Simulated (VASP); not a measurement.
# Sr in VASP: single point with PBE

Aim: the single point of Sr with PBE.

All numbers are computed with VASP 6.6.1; they aren't measurements. Logs are shortened: lines on timing, memory, paths and dates and some standing lists are left out, and cuts for length are marked.

## 1. The cell of the first run

The cell holds a wire with vacuum, 6 atoms: a = 15.000 Å, b = 15.300 Å, c = 4.333 Å, α = 90.00°, β = 90.00°, γ = 90.00°.

## 2. Single point, PBE

Input file INCAR:

```
ALGO = Fast
EDIFF = 1E-6
ENCUT = 520
GGA = PE
ISIF = 2
ISMEAR = 0
LASPH = True
LCHARG = True
LELF = True
LREAL = False
LVHAR = True
LWAVE = False
NBANDS = 39
NELM = 80
PREC = Accurate
SIGMA = 0.05
```

Input file KPOINTS:

```
k-points
0
Gamma
  1 1 6
```

Input file POSCAR:

```
Sr
1.0
   15.0000000000      0.0000000000      0.0000000000
    0.0000000000     15.3000000000      0.0000000000
    0.0000000000      0.0000000000      4.3328165162
Sr
6
Direct
    0.7021207067      0.6969593902      0.0000000000
    0.2924142471      0.4984160079      0.5000000000
    0.7355078505      0.4559208400      0.5000000000
    0.4967593667      0.2970966652      0.5000000000
    0.4564104485      0.7311176500      0.5000000000
    0.5176420532      0.5174057925      0.0000000000
```

Potentials or basis: VASP PAW PBE potentials, release 64 (Sr_sv).

Command:

```bash
$ cat potpaw_PBE.64/Sr_sv/POTCAR > POTCAR
$ mpirun -np 1 vasp_std > vasp.out
```

OUTCAR:

```text
EDIFF = 1E-6
   ENCUT = 520
   GGA = PE
   ISIF = 2
   ISMEAR = 0
   LASPH = True
   LREAL = False
   NELM = 80
   PREC = Accurate

 ion  position               nearest neighbor table
   1  0.702  0.697  0.000-   6 3.90   3 4.31   3 4.31   5 4.31   5 4.31
   2  0.292  0.498  0.500-   6 4.02   6 4.02   5 4.33   4 4.35
   3  0.736  0.456  0.500-   6 4.03   6 4.03   1 4.31   1 4.31   4 4.33
   4  0.497  0.297  0.500-   6 4.02   6 4.02   3 4.33   2 4.35
   5  0.456  0.731  0.500-   6 4.03   6 4.03   1 4.31   1 4.31   2 4.33
   6  0.518  0.517  0.000-   1 3.90   4 4.02   4 4.02   2 4.02   2 4.02   5 4.03   5 4.03   3 4.03
                             3 4.03

  LATTYP: Found a simple orthorhombic cell.
 ALAT       =     4.3328165162
 B/A-ratio  =     3.4619513529
 C/A-ratio  =     3.5311903799

  Lattice vectors:

 A1 = (   0.0000000000,   0.0000000000,   4.3328165162)
 A2 = (  15.0000000000,   0.0000000000,   0.0000000000)
 A3 = (   0.0000000000,  15.3000000000,   0.0000000000)

Analysis of symmetry for initial positions (statically):
=====================================================================
 Subroutine PRICEL returns:
 Original cell was already a primitive cell.

 Routine SETGRP: Setting up the symmetry group for a
 simple orthorhombic supercell.

 Subroutine GETGRP returns: Found  2 space group operations
 (whereof  2 operations were pure point group operations)
 out of a pool of  8 trial point group operations.

The static configuration has the point symmetry C_1h.

Analysis of symmetry for dynamics (positions and initial velocities):
=====================================================================
 Subroutine PRICEL returns:
 Original cell was already a primitive cell.

 Routine SETGRP: Setting up the symmetry group for a
 simple orthorhombic supercell.

 Subroutine GETGRP returns: Found  2 space group operations
 (whereof  2 operations were pure point group operations)
 out of a pool of  8 trial point group operations.

The dynamic configuration has the point symmetry C_1h.

 Subroutine INISYM returns: Found  2 space group operations
 (whereof  2 operations are pure point group operations),
 and found     1 'primitive' translations

----------------------------------------------------------------------------------------

                                     Primitive cell

  volume of cell :     994.3814

  direct lattice vectors                    reciprocal lattice vectors
    15.000000000  0.000000000  0.000000000     0.066666667  0.000000000  0.000000000
     0.000000000 15.300000000  0.000000000     0.000000000  0.065359477  0.000000000
     0.000000000  0.000000000  4.332816516     0.000000000  0.000000000  0.230796757

  length of vectors
    15.000000000 15.300000000  4.332816516     0.066666667  0.065359477  0.230796757

  position of ions in fractional coordinates (direct lattice)
     0.702120707  0.696959390  0.000000000
     0.292414247  0.498416008  0.500000000
     0.735507850  0.455920840  0.500000000
     0.496759367  0.297096665  0.500000000
     0.456410449  0.731117650  0.500000000
     0.517642053  0.517405792  0.000000000

  ion indices of the primitive-cell ions
   primitive index   ion index
                 1           1
                 2           2
                 3           3
                 4           4
                 5           5
                 6           6

----------------------------------------------------------------------------------------

 KPOINTS: k-points

Automatic generation of k-mesh.
 Grid dimensions read from file:
 generate k-points for:    1    1    6

 Generating k-lattice:

  Cartesian coordinates                     Fractional coordinates (reciprocal lattice)
     0.066666667  0.000000000  0.000000000     1.000000000  0.000000000  0.000000000
     0.000000000  0.065359477  0.000000000     0.000000000  1.000000000  0.000000000
     0.000000000  0.000000000  0.038466126     0.000000000  0.000000000  0.166666667

  Length of vectors
     0.066666667  0.065359477  0.038466126

  Shift w.r.t. Gamma in fractional coordinates (k-lattice)
     0.000000000  0.000000000  0.000000000

 Subroutine IBZKPT returns following result:
 ===========================================

 Found      4 irreducible k-points:

 Following reciprocal coordinates:
            Coordinates               Weight
  0.000000  0.000000  0.000000      1.000000
  0.000000  0.000000  0.166667      2.000000
  0.000000  0.000000  0.333333      2.000000
  0.000000  0.000000  0.500000      1.000000
   k-points           NKPTS =      4   k-points in BZ     NKDIM =      4   number of bands    NBANDS=     39
   number of dos      NEDOS =    301   number of ions     NIONS =      6
   total plane-waves  NPLWV = 430080
   dimension x,y,z NGX =   112 NGY =  120 NGZ =   32
   dimension x,y,z NGXF=   224 NGYF=  240 NGZF=   64
   ions per type =               6
   NGX,Y,Z   is equivalent  to a cutoff of  12.41, 13.04, 12.28 a.u.
   NGXF,Y,Z  is equivalent  to a cutoff of  24.83, 26.08, 24.56 a.u.
 SYSTEM =  unknown system
   PREC   = accura    normal or accurate (medium, high low for compatibility)
   ISTART =      0    job   : 0-new  1-cont  2-samecut
   ICHARG =      2    charge: 1-file 2-atom 10-const
   ISPIN  =      1    spin polarized calculation?
   LNONCOLLINEAR =      F non collinear calculations
   LSORBIT =      F    spin-orbit coupling
   LASPH  =      T    aspherical Exc in radial PAW
   ENCUT  =  520.0 eV  38.22 Ry    6.18 a.u.  27.89 28.45  8.06*2*pi/ulx,y,z
   NELM   =     80;   NELMIN=  2; NELMDL= -5     # of ELM steps
   EDIFF  = 0.1E-05   stopping-criterion for ELM
   LREAL  =      F    real-space projection
   EDIFFG = 0.1E-04   stopping-criterion for IOM
   NSW    =      0    number of steps for IOM
   IBRION =     -1    ionic relax: 0-MD 1-quasi-New 2-CG
   NFREE  =      0    steps in history (QN), initial steepest desc. (CG)
   ISIF   =      2    stress and relaxation
   ISYM   =      2    0-nonsym 1-usesym 2-fastsym
   POTIM  = 0.5000    time-step for ionic-motion
   TEBEG  =    0.0;   TEEND  =   0.0 temperature during run
   PSTRESS=    0.0 pullay stress
   NELECT =      60.0000    total number of electrons
   NUPDOWN=      -1.0000    fix difference up-down
   EMIN   =  10.00;   EMAX   =-10.00  energy-range for DOS
   EFERMI =   0.00;   METHOD = LEGACY
   ISMEAR =     0;   SIGMA  =   0.05  broadening in eV -4-tet -1-fermi 0-gaus
   EFERMI_NEDOS =   21; number of points for ismear=-14 and -15
   IALGO  =     68    algorithm
   IMIX   =      4    mixing-type and parameters
     AMIX     =   0.40;   BMIX     =  1.00
     AMIX_MAG =   1.60;   BMIX_MAG =  1.00
  volume/ion in A,a.u.               =     165.73      1118.40
  Fermi-wavevector in a.u.,A,eV,Ry     =   0.642107  1.213407  5.609706  0.412302
  Thomas-Fermi vector in A             =   1.708668
   LORBIT       =      0    0 simple, 1 ext, 2 COOP (PROOUT), +10 PAW based schemes
   GGA     = PE    functional components
   LHFCALC =     F    Hartree Fock is set to
   AEXX    =    0.0000 exact exchange contribution
   IVDW    =     0    specifies the selected vdW correction
   LEPSILON=     F    determine dielectric tensor
   LRPA    =     F    only Hartree local field effects (RPA)
 non-spin polarized calculation
 RMM-DIIS sequential band-by-band and
 Gauss-broadening in eV      SIGMA  =   0.05
  energy-cutoff  :      520.00
  volume of cell :      994.38
 maximum number of plane-waves:     26840
 NGX is ok and might be reduce to   112
   NGX = 55   NGY = 57   NGZ = 17

 number of electron      60.0000000 magnetization

 Free energy of the ion-electron system (eV)
  ---------------------------------------------------
  ext. energy  EPLUGINS =         0.00000000
  ---------------------------------------------------
  free energy    TOTEN  =        -6.66040721 eV

  energy without entropy =       -6.64956547  energy(sigma->0) =       -6.65498634

 E-fermi :  -0.9496     XC(G=0):  -3.5846

 val. band max:       -1.0803478824   @ k =   0.0000   0.0000   0.3333
 cond. band min:      -0.9472572923   @ k =   0.0000   0.0000   0.3333
 fundamental gap:      0.1330905901
 Fermi energy:        -0.9495988831

 k-point     1 :       0.0000    0.0000    0.0000
  band No.  band energies     occupation
      1     -38.3557      2.00000
      2     -38.3527      2.00000
      3     -38.1866      2.00000
      4     -38.1726      2.00000
      5     -38.1715      2.00000
      6     -37.1259      2.00000
[... 31 lines left out ...]
     38      -0.1867      0.00000
     39       0.0119      0.00000

 k-point     2 :       0.0000    0.0000    0.1667
  band No.  band energies     occupation
      1     -38.3548      2.00000
      2     -38.3518      2.00000
      3     -38.1856      2.00000
      4     -38.1718      2.00000
      5     -38.1707      2.00000
      6     -37.1250      2.00000
[... 31 lines left out ...]
     38       0.0521      0.00000
     39       0.1180      0.00000

 k-point     3 :       0.0000    0.0000    0.3333
  band No.  band energies     occupation
      1     -38.3530      2.00000
      2     -38.3500      2.00000
      3     -38.1835      2.00000
      4     -38.1700      2.00000
      5     -38.1690      2.00000
      6     -37.1231      2.00000
[... 31 lines left out ...]
     38       0.0160      0.00000
     39       0.2171      0.00000

 k-point     4 :       0.0000    0.0000    0.5000
  band No.  band energies     occupation
      1     -38.3520      2.00000
      2     -38.3491      2.00000
      3     -38.1824      2.00000
      4     -38.1692      2.00000
      5     -38.1682      2.00000
      6     -37.1221      2.00000
[... 31 lines left out ...]
     38       0.0276      0.00000
     39       0.0815      0.00000

------------------------ aborting loop because EDIFF is reached ----------------------------------------

  FORCE on cell =-STRESS in cart. coord.  units (eV):
  Direction    XX          YY          ZZ          XY          YZ          ZX
  --------------------------------------------------------------------------------------
  -------------------------------------------------------------------------------------
  Total       -0.3519869     -0.2656606     -0.0049760      0.0255600      0.0000000      0.0000000
  in kB       -0.5671319     -0.4280405     -0.0080175      0.0411830      0.0000000      0.0000000
  external PRESSURE =      -0.3343966 kB  Pullay stress =       0.0000000 kB

 VOLUME and BASIS-vectors are now :
 -----------------------------------------------------------------------------
  energy-cutoff  :      520.00
  volume of cell :      994.38
      direct lattice vectors                 reciprocal lattice vectors
    15.000000000  0.000000000  0.000000000     0.066666667  0.000000000  0.000000000
     0.000000000 15.300000000  0.000000000     0.000000000  0.065359477  0.000000000
     0.000000000  0.000000000  4.332816516     0.000000000  0.000000000  0.230796757

 POSITION                                       TOTAL-FORCE (eV/Angst)
 -----------------------------------------------------------------------------------
     10.53181     10.66348      0.00000        -0.001465     -0.001553      0.000000
      4.38621      7.62576      2.16641        -0.010262     -0.002425      0.000000
     11.03262      6.97559      2.16641         0.007713      0.003076      0.000000
      7.45139      4.54558      2.16641        -0.002732     -0.010834      0.000000
      6.84616     11.18610      2.16641         0.003362      0.008492      0.000000
      7.76463      7.91631      0.00000         0.003384      0.003244      0.000000
 -----------------------------------------------------------------------------------
    total drift:                               -0.000116      0.000289      0.000000

  FREE ENERGIE OF THE ION-ELECTRON SYSTEM (eV)
  ---------------------------------------------------
  free  energy   TOTEN  =        -6.6604072079 eV

  energy  without entropy=       -6.6495654725  energy(sigma->0) =       -6.65498634
```

Wall time 5.8 min (1 thread of Intel Xeon 6975P-C (Granite Rapids), shared host); peak memory 0.89 GiB.

What came out:

```yaml
Free_energy: -6.6604 eV
Largest_force: 0.011 eV/Å
Band_gap_on_the_k_mesh: zero (band 30 reaches -0.88 eV, above the bottom of band 31 at -0.95 eV)
```

Forces on the atoms (eV/Å):
```
Sr  -0.001 -0.002  0.000
Sr  -0.010 -0.002  0.000
Sr   0.008  0.003  0.000
Sr  -0.003 -0.011  0.000
Sr   0.003  0.008  0.000
Sr   0.003  0.003  0.000
```
